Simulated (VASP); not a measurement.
Pt: density of states with PBE

The system is Pt, a slab with vacuum.

```
CELL_PARAMETERS angstrom
2.80800 0.00000 0.00000
-1.40400 2.43180 0.00000
0.00000 0.00000 22.87820
ATOMIC_POSITIONS crystal
Pt 0.00000 0.00000 0.34968
Pt 0.33333 0.66667 0.44989
Pt 0.66667 0.33333 0.55011
Pt 0.00000 0.00000 0.65032
```

```json
{"Program": "VASP 6.6.1", "Task": "density of states", "Functional": "PBE", "Potentials or basis": "VASP PAW PBE potentials, release 64 (Pt)", "Cutoff": "520 eV", "k mesh": "13 × 13 × 1", "Occupations": "fermi-dirac, width 0.08 eV", "Spin": "no spin polarisation", "Dipole correction": "yes", "k mesh for the DOS": "20 × 20 × 1", "Occupations for the DOS": "tetrahedron", "Further INCAR settings": "ALGO = Normal; EDIFF = 1e-06"}
```

```yaml
Valence_electrons_inside_the_program's_atomic_spheres: Pt 9.07, 9.17
```

Levels at points of the mesh, in eV from the Fermi level:
```
           k point  band 17  band 18  band 19  band 20  band 21  band 22
(0.00, 0.00, 0.00)    -1.47    -1.17    -1.17    -0.46    -0.46    -0.31
(0.50, 0.00, 0.00)     0.11     0.27     0.50     0.54     1.00     2.40
```

Run time: 9.4 min on 1 thread of AMD EPYC 7R13, on a shared host, peak memory 0.32 GiB.

Caveat: the bands computed are all filled at some k points, so no gap is given; spin-orbit coupling is left out, which moves the levels of the heavy elements.
